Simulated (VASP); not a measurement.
A run of VASP 6.6.1:

The input INCAR:

```
ALGO     = Normal         # electronic algorithm
EDIFF    = 1E-6           # SCF threshold, eV
ENCUT    = 500            # plane-wave cutoff, eV
GGA      = PS             # functional
GGA_COMPAT= F            
ISIF     = 2              # what is computed and relaxed
ISMEAR   = 0              # smearing method
LASPH    = T              # aspherical terms in the spheres
LCHARG   = F              # write CHGCAR
LREAL    = F              # projectors in reciprocal space
LWAVE    = F              # write WAVECAR
NBANDS   = 15             # bands
NELM     = 120            # most SCF steps
PREC     = Accurate       # precision mode
SIGMA    = 0.02           # smearing width, eV
```

File KPOINTS:

```
k-points
0
Gamma
  6 6 6
```

Contents of POSCAR:

```
CsI
1.0
    4.5068143479      0.0000000000      0.0000000000
    0.0000000000      4.5068143479      0.0000000000
    0.0000000000      0.0000000000      4.5068143479
Cs I
1 1
Direct
    0.0000000000      0.0000000000      0.0000000000
    0.5000000000      0.5000000000      0.5000000000
```

Potentials or basis: VASP PAW PBE potentials, release 64 (Cs_sv, I).

Run with:

```sh
$ cat potpaw_PBE.64/Cs_sv/POTCAR potpaw_PBE.64/I/POTCAR > POTCAR
$ mpirun -np 1 vasp_std > vasp.out
```

Hardware: 1 thread of Intel Xeon 8259CL, with other jobs on the host.

**Question.** How long does it take, and how much memory?

**Answer.** Run time: 38 s on 1 thread of Intel Xeon 8259CL, with other jobs on the host, peak memory 0.21 GiB. Counts: scf iterations 12, k points 20.
